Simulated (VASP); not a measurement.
# Al (Fm-3m) in VASP: further runs

The runs below take Al through single point, relaxation of cell and atoms, with PBEsol.

All numbers are computed with VASP 6.6.1; they aren't measurements. Logs are shortened: lines on timing, memory, paths and dates and some standing lists are left out, and cuts for length are marked.

**1. The cell of the first run**

Symmetry: Fm-3m, No. 225, cubic system. Conventional cell: a = 4.015 Å, b = 4.015 Å, c = 4.015 Å, α = 90.00°, β = 90.00°, γ = 90.00°. Al (site symmetry m-3m) has 12 Al at 2.84 Å within 3.7 Å.

**2. Single point, PBEsol**

INCAR reads:

```
  PREC = Accurate
  ENCUT = 520
  EDIFF = 1E-7
  ISMEAR = 1
  SIGMA = 0.1
  LREAL = F
  LASPH = T
  NELM = 60
  ALGO = Normal
  ISIF = 2
  LWAVE = F
  LCHARG = T
  GGA = PS
  LELF = T
  LVHAR = T
  NBANDS = 8
```

KPOINTS reads:

```
regular mesh
0
Gamma
  11 11 11
```

POSCAR reads:

```
Al
1.0
    0.0000000000      2.0075613837      2.0075613837
    2.0075613837      0.0000000000      2.0075613837
    2.0075613837      2.0075613837      0.0000000000
Al
1
Direct
    0.0000000000      0.0000000000      0.0000000000
```

Potentials or basis: VASP PAW PBE potentials, release 64 (Al).

Started as:

```bash
> cat potpaw_PBE.64/Al/POTCAR > POTCAR
> mpirun -np 1 vasp_std > vasp.out
```

OUTCAR:

```text
PREC = Accurate
   ENCUT = 520
   EDIFF = 1E-7
   ISMEAR = 1
   LREAL = F
   LASPH = T
   NELM = 60
   ISIF = 2
   GGA = PS

 ion  position               nearest neighbor table
   1  0.000  0.000  0.000-

  LATTYP: Found a face centered cubic cell.
 ALAT       =     4.0151227674

  Lattice vectors:

 A1 = (   0.0000000000,   2.0075613837,   2.0075613837)
 A2 = (   2.0075613837,   0.0000000000,   2.0075613837)
 A3 = (   2.0075613837,   2.0075613837,   0.0000000000)

Analysis of symmetry for initial positions (statically):
=====================================================================
 Subroutine PRICEL returns:
 Original cell was already a primitive cell.

 Routine SETGRP: Setting up the symmetry group for a
 face centered cubic supercell.

 Subroutine GETGRP returns: Found 48 space group operations
 (whereof 48 operations were pure point group operations)
 out of a pool of 48 trial point group operations.

The static configuration has the point symmetry O_h .

Analysis of symmetry for dynamics (positions and initial velocities):
=====================================================================
 Subroutine PRICEL returns:
 Original cell was already a primitive cell.

 Routine SETGRP: Setting up the symmetry group for a
 face centered cubic supercell.

 Subroutine GETGRP returns: Found 48 space group operations
 (whereof 48 operations were pure point group operations)
 out of a pool of 48 trial point group operations.

The dynamic configuration has the point symmetry O_h .

 Subroutine INISYM returns: Found 48 space group operations
 (whereof 48 operations are pure point group operations),
 and found     1 'primitive' translations

----------------------------------------------------------------------------------------

                                     Primitive cell

  volume of cell :      16.1822

  direct lattice vectors                    reciprocal lattice vectors
     0.000000000  2.007561384  2.007561384    -0.249058387  0.249058387  0.249058387
     2.007561384  0.000000000  2.007561384     0.249058387 -0.249058387  0.249058387
     2.007561384  2.007561384  0.000000000     0.249058387  0.249058387 -0.249058387

  length of vectors
     2.839120536  2.839120536  2.839120536     0.431381780  0.431381780  0.431381780

  position of ions in fractional coordinates (direct lattice)
     0.000000000  0.000000000  0.000000000

  ion indices of the primitive-cell ions
   primitive index   ion index
[... 71 lines left out ...]
   ENCUT  =  520.0 eV  38.22 Ry    6.18 a.u.   5.28  5.28  5.28*2*pi/ulx,y,z
   NELM   =     60;   NELMIN=  2; NELMDL= -5     # of ELM steps
   EDIFF  = 0.1E-06   stopping-criterion for ELM
   LREAL  =      F    real-space projection
   EDIFFG = 0.1E-05   stopping-criterion for IOM
   NSW    =      0    number of steps for IOM
   IBRION =     -1    ionic relax: 0-MD 1-quasi-New 2-CG
   NFREE  =      0    steps in history (QN), initial steepest desc. (CG)
   ISIF   =      2    stress and relaxation
   ISYM   =      2    0-nonsym 1-usesym 2-fastsym
   POTIM  = 0.5000    time-step for ionic-motion
   TEBEG  =    0.0;   TEEND  =   0.0 temperature during run
   PSTRESS=    0.0 pullay stress
   NELECT =       3.0000    total number of electrons
   NUPDOWN=      -1.0000    fix difference up-down
   EMIN   =  10.00;   EMAX   =-10.00  energy-range for DOS
   EFERMI =   0.00;   METHOD = LEGACY
   ISMEAR =     1;   SIGMA  =   0.10  broadening in eV -4-tet -1-fermi 0-gaus
   EFERMI_NEDOS =   21; number of points for ismear=-14 and -15
   IALGO  =     38    algorithm
   IMIX   =      4    mixing-type and parameters
     AMIX     =   0.40;   BMIX     =  1.00
     AMIX_MAG =   1.60;   BMIX_MAG =  1.00
  volume/ion in A,a.u.               =      16.18       109.20
  Fermi-wavevector in a.u.,A,eV,Ry     =   0.933476  1.764014 11.855806  0.871377
  Thomas-Fermi vector in A             =   2.060181
   LORBIT       =      0    0 simple, 1 ext, 2 COOP (PROOUT), +10 PAW based schemes
   GGA     = PS    functional components
   LHFCALC =     F    Hartree Fock is set to
   AEXX    =    0.0000 exact exchange contribution
   IVDW    =     0    specifies the selected vdW correction
   LEPSILON=     F    determine dielectric tensor
   LRPA    =     F    only Hartree local field effects (RPA)
 non-spin polarized calculation
 Methfessel and Paxton  Order N= 1 SIGMA  =   0.10
  energy-cutoff  :      520.00
  volume of cell :       16.18
 maximum number of plane-waves:       445
 NGX is ok and might be reduce to    24
   NGX = 11   NGY = 11   NGZ = 11

 number of electron       3.0000000 magnetization

 Free energy of the ion-electron system (eV)
  ---------------------------------------------------
  ext. energy  EPLUGINS =         0.00000000
  ---------------------------------------------------
  free energy    TOTEN  =        -4.09964853 eV

  energy without entropy =       -4.09846078  energy(sigma->0) =       -4.09925262

 E-fermi :   8.1599     XC(G=0): -10.3280

 val. band max:        8.1348804585   @ k =  -0.4545   0.3636   0.0000
 cond. band min:       8.1843134718   @ k =   0.4545   0.1818   0.0909
 fundamental gap:      0.0494330133
 Fermi energy:         8.1599043818

 k-point     1 :       0.0000    0.0000    0.0000
  band No.  band energies     occupation
      1      -3.1112      2.00000
      2      20.8562      0.00000
      3      20.8562      0.00000
      4      20.8562      0.00000
      5      22.4963      0.00000
      6      22.4963      0.00000
      7      22.4963      0.00000
      8      24.7789      0.00000
[... 243 lines left out ...]
 k-point    24 :      -0.1818    0.1818    0.0000
  band No.  band energies     occupation
      1      -0.7046      2.00000
      2      12.0019      0.00000
      3      13.5126      0.00000
      4      20.1632      0.00000
      5      22.2043      0.00000
      6      23.2049      0.00000
      7      24.4259      0.00000
      8      25.3809      0.00000

 [... further k-points ...]
[... 5 lines left out ...]
  --------------------------------------------------------------------------------------
  -------------------------------------------------------------------------------------
  Total        0.0151252      0.0151252      0.0151252     -0.0000000      0.0000000     -0.0000000
  in kB        1.4975332      1.4975332      1.4975332     -0.0000000      0.0000000     -0.0000000
  external PRESSURE =       1.4975332 kB  Pullay stress =       0.0000000 kB

 VOLUME and BASIS-vectors are now :
 -----------------------------------------------------------------------------
  energy-cutoff  :      520.00
  volume of cell :       16.18
      direct lattice vectors                 reciprocal lattice vectors
     0.000000000  2.007561384  2.007561384    -0.249058387  0.249058387  0.249058387
     2.007561384  0.000000000  2.007561384     0.249058387 -0.249058387  0.249058387
     2.007561384  2.007561384  0.000000000     0.249058387  0.249058387 -0.249058387

 POSITION                                       TOTAL-FORCE (eV/Angst)
 -----------------------------------------------------------------------------------
      0.00000      0.00000      0.00000         0.000000      0.000000      0.000000
 -----------------------------------------------------------------------------------
    total drift:                                0.000000     -0.000000     -0.000000

  FREE ENERGIE OF THE ION-ELECTRON SYSTEM (eV)
  ---------------------------------------------------
  free  energy   TOTEN  =        -4.0996485334 eV

  energy  without entropy=       -4.0984607783  energy(sigma->0) =       -4.09925262
```

Wall time 3.2 s (1 thread of Intel Xeon 6975P-C (Granite Rapids), shared host); peak memory 0.13 GiB.

What came out:

```
Free energy : -4.0996 eV
Pressure    : 0.1 GPa
```

Levels at points of the mesh, in eV from the Fermi level:
```tsv
k point	band 1	band 2	band 3	band 4	band 5	band 6
(0.00, 0.00, 0.00)	-11.27	12.70	12.70	12.70	14.34	14.34
```

Caveat: the PAW data sets were made with another functional, which shifts forces and pressure a little.

**3. Relaxation of cell and atoms, PBEsol**

INCAR reads:

```
PREC = Accurate ; ENCUT = 600
EDIFF = 1E-7 ; ISMEAR = 1
SIGMA = 0.1 ; LREAL = False
LASPH = True ; NELM = 60
ALGO = Normal ; ISIF = 3
LWAVE = False ; LCHARG = False
GGA = PS ; IBRION = 2
NSW = 80 ; EDIFFG = -0.02
```

KPOINTS is that of step 2.

POSCAR is that of step 2.

Potentials or basis: VASP PAW PBE potentials, release 64 (Al).

Started as:

```bash
> cat potpaw_PBE.64/Al/POTCAR > POTCAR
> mpirun -np 1 vasp_std > vasp.out
```

It took 1.9 s on 1 thread of Intel Xeon 6975P-C (Granite Rapids), shared host; peak memory 0.13 GiB.

The run converged. Its results:

```
Free energy             : -4.0997 eV
Pressure after relaxing : 0.2 GPa
```

Final structure:
```
Al
1.0
     0.00000    2.00756    2.00756
     2.00756    0.00000    2.00756
     2.00756    2.00756    0.00000
Al
1
Cartesian
  0.0000 0.0000 0.0000
```

Levels at points of the mesh, in eV from the Fermi level:
```
           k point  band 1  band 2  band 3  band 4  band 5
(0.00, 0.00, 0.00)  -11.27   12.70   12.70   12.70   14.34
```

Caveat: the relaxation stopped at its first step, so nothing moved; the PAW data sets were made with another functional, which shifts forces and pressure a little.
